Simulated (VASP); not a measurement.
# Li3Zn (P6_3/mmc) in VASP: single point with LDA

Aim: the single point of Li3Zn with LDA.

Everything below comes from runs of VASP 6.6.1. Logs are shortened: lines on timing, memory, paths and dates and some standing lists are left out, and cuts for length are marked.

## 1. The cell of the first run

The structure is hexagonal, space group P6_3/mmc (No. 194). Conventional cell: a = 5.554 Å, b = 5.554 Å, c = 4.524 Å, α = 90.00°, β = 90.00°, γ = 120.00°. Li (site symmetry mm2) has 8 Li at 2.69 to 2.87 Å and 4 Zn at 2.74 to 2.78 Å within 3.5 Å. Within 3.6 Å of Zn (site symmetry -6m2) lie 12 Li at 2.74 to 2.78 Å.

## 2. Single point, LDA

File INCAR:

```
PREC = Accurate ; ENCUT = 520
EDIFF = 1E-6 ; ISMEAR = 0
SIGMA = 0.05 ; LREAL = False
LASPH = True ; NELM = 60
ALGO = Normal ; ISIF = 2
LWAVE = False ; LCHARG = False
GGA = CA ; NBANDS = 31
```

File KPOINTS:

```
Automatic mesh
0
Gamma
  8 8 9
```

File POSCAR:

```
Li3Zn
1.0
    5.5537293522      0.0000000000      0.0000000000
   -2.7768646761      4.8096707047      0.0000000000
    0.0000000000      0.0000000000      4.5237985007
Li Zn
6 2
Direct
    0.3441087478      0.1720543739      0.7500000000
    0.8279456261      0.1720543739      0.7500000000
    0.8279456261      0.6558912522      0.7500000000
    0.6558912522      0.8279456261      0.2500000000
    0.1720543739      0.8279456261      0.2500000000
    0.1720543739      0.3441087478      0.2500000000
    0.6666666667      0.3333333333      0.2500000000
    0.3333333333      0.6666666667      0.7500000000
```

Potentials or basis: VASP PAW LDA potentials, release 64 (Li_sv, Zn).

Command:

```bash
$ cat potpaw_LDA.64/Li_sv/POTCAR potpaw_LDA.64/Zn/POTCAR > POTCAR
$ mpirun -np 1 vasp_std > vasp.out
```

OUTCAR:

```text
PREC = Accurate
   ENCUT = 520
   EDIFF = 1E-6
   ISMEAR = 0
   LREAL = False
   LASPH = True
   NELM = 60
   ISIF = 2
   GGA = CA

 ion  position               nearest neighbor table
   1  0.344  0.172  0.750-   7 2.74   7 2.74   8 2.78   8 2.78
   2  0.828  0.172  0.750-   7 2.74   7 2.74   8 2.78   8 2.78
   3  0.828  0.656  0.750-   7 2.74   7 2.74   8 2.78   8 2.78
   4  0.656  0.828  0.250-   8 2.74   8 2.74   7 2.78   7 2.78
   5  0.172  0.828  0.250-   8 2.74   8 2.74   7 2.78   7 2.78
   6  0.172  0.344  0.250-   8 2.74   8 2.74   7 2.78   7 2.78
   7  0.667  0.333  0.250-   2 2.74   2 2.74   3 2.74   3 2.74   1 2.74   1 2.74   4 2.78   6 2.78
                             5 2.78   5 2.78   4 2.78   6 2.78
   8  0.333  0.667  0.750-   5 2.74   5 2.74   6 2.74   6 2.74   4 2.74   4 2.74   1 2.78   3 2.78
                             2 2.78   2 2.78   1 2.78   3 2.78

  LATTYP: Found a hexagonal cell.
 ALAT       =     5.5537293522
 C/A-ratio  =     0.8145514867

  Lattice vectors:

 A1 = (   5.5537293522,   0.0000000000,   0.0000000000)
 A2 = (  -2.7768646761,   4.8096707047,   0.0000000000)
 A3 = (   0.0000000000,   0.0000000000,   4.5237985007)

Analysis of symmetry for initial positions (statically):
=====================================================================
 Subroutine PRICEL returns:
 Original cell was already a primitive cell.

 Routine SETGRP: Setting up the symmetry group for a
 hexagonal supercell.

 Subroutine GETGRP returns: Found 24 space group operations
 (whereof 12 operations were pure point group operations)
 out of a pool of 24 trial point group operations.

The static configuration has the point symmetry D_3d.
 The point group associated with its full space group is D_6h.

Analysis of symmetry for dynamics (positions and initial velocities):
=====================================================================
 Subroutine PRICEL returns:
 Original cell was already a primitive cell.

 Routine SETGRP: Setting up the symmetry group for a
 hexagonal supercell.

 Subroutine GETGRP returns: Found 24 space group operations
 (whereof 12 operations were pure point group operations)
 out of a pool of 24 trial point group operations.

The dynamic configuration has the point symmetry D_3d.
 The point group associated with its full space group is D_6h.

 Subroutine INISYM returns: Found 24 space group operations
 (whereof 12 operations are pure point group operations),
 and found     1 'primitive' translations

----------------------------------------------------------------------------------------

                                     Primitive cell

  volume of cell :     120.8379

  direct lattice vectors                    reciprocal lattice vectors
     5.553729352  0.000000000  0.000000000     0.180059188  0.103957221  0.000000000
    -2.776864676  4.809670705  0.000000000     0.000000000  0.207914442  0.000000000
     0.000000000  0.000000000  4.523798501     0.000000000  0.000000000  0.221053170

  length of vectors
     5.553729352  5.553729352  4.523798501     0.207914442  0.207914442  0.221053170

  position of ions in fractional coordinates (direct lattice)
     0.344108748  0.172054374  0.750000000
     0.827945626  0.172054374  0.750000000
     0.827945626  0.655891252  0.750000000
     0.655891252  0.827945626  0.250000000
     0.172054374  0.827945626  0.250000000
     0.172054374  0.344108748  0.250000000
     0.666666667  0.333333333  0.250000000
     0.333333333  0.666666667  0.750000000

  ion indices of the primitive-cell ions
   primitive index   ion index
                 1           1
                 2           2
                 3           3
                 4           4
                 5           5
                 6           6
                 7           7
                 8           8

----------------------------------------------------------------------------------------

 KPOINTS: Automatic mesh

Automatic generation of k-mesh.
 Grid dimensions read from file:
 generate k-points for:    8    8    9

 Generating k-lattice:

  Cartesian coordinates                     Fractional coordinates (reciprocal lattice)
     0.022507399  0.012994653  0.000000000     0.125000000 -0.000000000  0.000000000
     0.000000000  0.025989305  0.000000000     0.000000000  0.125000000  0.000000000
     0.000000000  0.000000000  0.024561463     0.000000000  0.000000000  0.111111111

  Length of vectors
     0.025989305  0.025989305  0.024561463

  Shift w.r.t. Gamma in fractional coordinates (k-lattice)
     0.000000000  0.000000000  0.000000000

 Subroutine IBZKPT returns following result:
 ===========================================

 Found     50 irreducible k-points:

 Following reciprocal coordinates:
            Coordinates               Weight
  0.000000  0.000000  0.000000      1.000000
  0.125000  0.000000  0.000000      6.000000
  0.250000  0.000000  0.000000      6.000000
  0.375000  0.000000  0.000000      6.000000
  0.500000  0.000000  0.000000      3.000000
  0.125000  0.125000  0.000000      6.000000
[... 16 lines left out ...]
  0.250000  0.000000  0.222222     12.000000
  0.375000  0.000000  0.222222     12.000000
 [... further k-points ...]
   k-points           NKPTS =     50   k-points in BZ     NKDIM =     50   number of bands    NBANDS=     31
   number of dos      NEDOS =    301   number of ions     NIONS =      8
   total plane-waves  NPLWV =  63504
   dimension x,y,z NGX =    42 NGY =   42 NGZ =   36
   dimension x,y,z NGXF=    84 NGYF=   84 NGZF=   72
   ions per type =               6   2
   NGX,Y,Z   is equivalent  to a cutoff of  12.57, 12.57, 13.23 a.u.
   NGXF,Y,Z  is equivalent  to a cutoff of  25.14, 25.14, 26.46 a.u.
 SYSTEM =  unknown system
   PREC   = accura    normal or accurate (medium, high low for compatibility)
   ISTART =      0    job   : 0-new  1-cont  2-samecut
   ICHARG =      2    charge: 1-file 2-atom 10-const
   ISPIN  =      1    spin polarized calculation?
   LNONCOLLINEAR =      F non collinear calculations
   LSORBIT =      F    spin-orbit coupling
   LASPH  =      T    aspherical Exc in radial PAW
   ENCUT  =  520.0 eV  38.22 Ry    6.18 a.u.  10.33 10.33  8.41*2*pi/ulx,y,z
   NELM   =     60;   NELMIN=  2; NELMDL= -5     # of ELM steps
   EDIFF  = 0.1E-05   stopping-criterion for ELM
   LREAL  =      F    real-space projection
   EDIFFG = 0.1E-04   stopping-criterion for IOM
   NSW    =      0    number of steps for IOM
   IBRION =     -1    ionic relax: 0-MD 1-quasi-New 2-CG
   NFREE  =      0    steps in history (QN), initial steepest desc. (CG)
   ISIF   =      2    stress and relaxation
   ISYM   =      2    0-nonsym 1-usesym 2-fastsym
   POTIM  = 0.5000    time-step for ionic-motion
   TEBEG  =    0.0;   TEEND  =   0.0 temperature during run
   PSTRESS=    0.0 pullay stress
   NELECT =      42.0000    total number of electrons
   NUPDOWN=      -1.0000    fix difference up-down
   EMIN   =  10.00;   EMAX   =-10.00  energy-range for DOS
   EFERMI =   0.00;   METHOD = LEGACY
   ISMEAR =     0;   SIGMA  =   0.05  broadening in eV -4-tet -1-fermi 0-gaus
   EFERMI_NEDOS =   21; number of points for ismear=-14 and -15
   IALGO  =     38    algorithm
   IMIX   =      4    mixing-type and parameters
     AMIX     =   0.40;   BMIX     =  1.00
     AMIX_MAG =   1.60;   BMIX_MAG =  1.00
  volume/ion in A,a.u.               =      15.10       101.93
  Fermi-wavevector in a.u.,A,eV,Ry     =   1.151039  2.175149 18.026243  1.324892
  Thomas-Fermi vector in A             =   2.287699
   LORBIT       =      0    0 simple, 1 ext, 2 COOP (PROOUT), +10 PAW based schemes
   GGA     = CA    functional components
   LHFCALC =     F    Hartree Fock is set to
   AEXX    =    0.0000 exact exchange contribution
   IVDW    =     0    specifies the selected vdW correction
   LEPSILON=     F    determine dielectric tensor
   LRPA    =     F    only Hartree local field effects (RPA)
 non-spin polarized calculation
 Gauss-broadening in eV      SIGMA  =   0.05
  energy-cutoff  :      520.00
  volume of cell :      120.84
 maximum number of plane-waves:      3288
 NGX is ok and might be reduce to    42
   NGX = 21   NGY = 21   NGZ = 17

 number of electron      42.0000010 magnetization

 Free energy of the ion-electron system (eV)
  ---------------------------------------------------
  ext. energy  EPLUGINS =         0.00000000
  ---------------------------------------------------
  free energy    TOTEN  =       -16.75586684 eV

  energy without entropy =      -16.75345944  energy(sigma->0) =      -16.75466314

 E-fermi :   1.6031     XC(G=0):  -8.9624

 val. band max:        1.5748752231   @ k =   0.1250   0.0000   0.1111
 cond. band min:       1.6109273909   @ k =   0.1250   0.1250   0.3333
 fundamental gap:      0.0360521678
 Fermi energy:         1.6030608635

 k-point     1 :       0.0000    0.0000    0.0000
  band No.  band energies     occupation
      1     -43.4066      2.00000
      2     -43.3689      2.00000
      3     -43.3646      2.00000
      4     -43.3646      2.00000
      5     -43.3473      2.00000
      6     -43.3473      2.00000
[... 23 lines left out ...]
     30       8.5401      0.00000
     31       8.6386      0.00000

 k-point     2 :       0.1250    0.0000    0.0000
  band No.  band energies     occupation
      1     -43.4052      2.00000
      2     -43.3691      2.00000
      3     -43.3657      2.00000
      4     -43.3646      2.00000
      5     -43.3475      2.00000
      6     -43.3473      2.00000
[... 23 lines left out ...]
     30       8.5652      0.00000
     31       8.9776      0.00000

 k-point     3 :       0.2500    0.0000    0.0000
  band No.  band energies     occupation
      1     -43.4011      2.00000
      2     -43.3725      2.00000
      3     -43.3657      2.00000
      4     -43.3647      2.00000
      5     -43.3481      2.00000
      6     -43.3471      2.00000
[... 703 lines left out ...]
     30       8.1788      0.00000
     31       8.8678      0.00000

 k-point    24 :       0.3750    0.0000    0.2222
  band No.  band energies     occupation
      1     -43.3913      2.00000
      2     -43.3776      2.00000
      3     -43.3658      2.00000
      4     -43.3628      2.00000
      5     -43.3527      2.00000
      6     -43.3490      2.00000
[... 23 lines left out ...]
     30       8.2144      0.00000
     31       8.4281      0.00000

 [... further k-points ...]

------------------------ aborting loop because EDIFF is reached ----------------------------------------

  FORCE on cell =-STRESS in cart. coord.  units (eV):
  Direction    XX          YY          ZZ          XY          YZ          ZX
  --------------------------------------------------------------------------------------
  -------------------------------------------------------------------------------------
  Total       -0.0257642     -0.0257642     -0.0256331      0.0000000     -0.0000000      0.0000000
  in kB       -0.3416048     -0.3416048     -0.3398668      0.0000000     -0.0000000      0.0000000
  external PRESSURE =      -0.3410255 kB  Pullay stress =       0.0000000 kB

 VOLUME and BASIS-vectors are now :
 -----------------------------------------------------------------------------
  energy-cutoff  :      520.00
  volume of cell :      120.84
      direct lattice vectors                 reciprocal lattice vectors
     5.553729352  0.000000000  0.000000000     0.180059188  0.103957221  0.000000000
    -2.776864676  4.809670705  0.000000000     0.000000000  0.207914442  0.000000000
     0.000000000  0.000000000  4.523798501     0.000000000  0.000000000  0.221053170

 POSITION                                       TOTAL-FORCE (eV/Angst)
 -----------------------------------------------------------------------------------
      1.43332      0.82752      3.39285        -0.002238     -0.001292      0.000000
      4.12041      0.82752      3.39285         0.002238     -0.001292      0.000000
      2.77686      3.15462      3.39285         0.000000      0.002584     -0.000000
      1.34355      3.98215      1.13095         0.002238      0.001292     -0.000000
     -1.34355      3.98215      1.13095        -0.002238      0.001292      0.000000
     -0.00000      1.65505      1.13095         0.000000     -0.002584      0.000000
      2.77686      1.60322      1.13095         0.000000      0.000000     -0.000000
     -0.00000      3.20645      3.39285         0.000000      0.000000      0.000000
 -----------------------------------------------------------------------------------
    total drift:                               -0.000000      0.000000      0.000000

  FREE ENERGIE OF THE ION-ELECTRON SYSTEM (eV)
  ---------------------------------------------------
  free  energy   TOTEN  =       -16.7558668375 eV

  energy  without entropy=      -16.7534594368  energy(sigma->0) =      -16.75466314
```

Run time: 92 s. Hardware: 1 thread of AMD EPYC 9R45 (Zen 5), shared host; peak memory 0.25 GiB.

Results:

```
Free energy            : -16.7559 eV
Band gap on the k mesh : zero (bands 21 and 22 overlap by 1.85 eV)
```

Forces on the atoms (eV/Å):
```
Li  -0.002 -0.001  0.000
Li   0.002 -0.001  0.000
Li   0.000  0.003  0.000
Li   0.002  0.001  0.000
Li  -0.002  0.001  0.000
Li   0.000 -0.003  0.000
Zn   0.000  0.000  0.000
Zn   0.000  0.000  0.000
```

Levels at points of the mesh, in eV from the Fermi level:
| k point | band 19 | band 20 | band 21 | band 22 | band 23 | band 24 |
| --- | --- | --- | --- | --- | --- | --- |
| (0.00, 0.00, 0.00) | -0.83 | -0.83 | -0.67 | -0.36 | 1.13 | 1.13 |
| (0.50, 0.00, 0.00) | -1.53 | -1.19 | 0.73 | 1.36 | 2.77 | 2.85 |

Caveat: the cutoff is under 1.25 times the usual one of these potentials, so pressure, stress and relaxed cells hold a basis-set (Pulay) error.
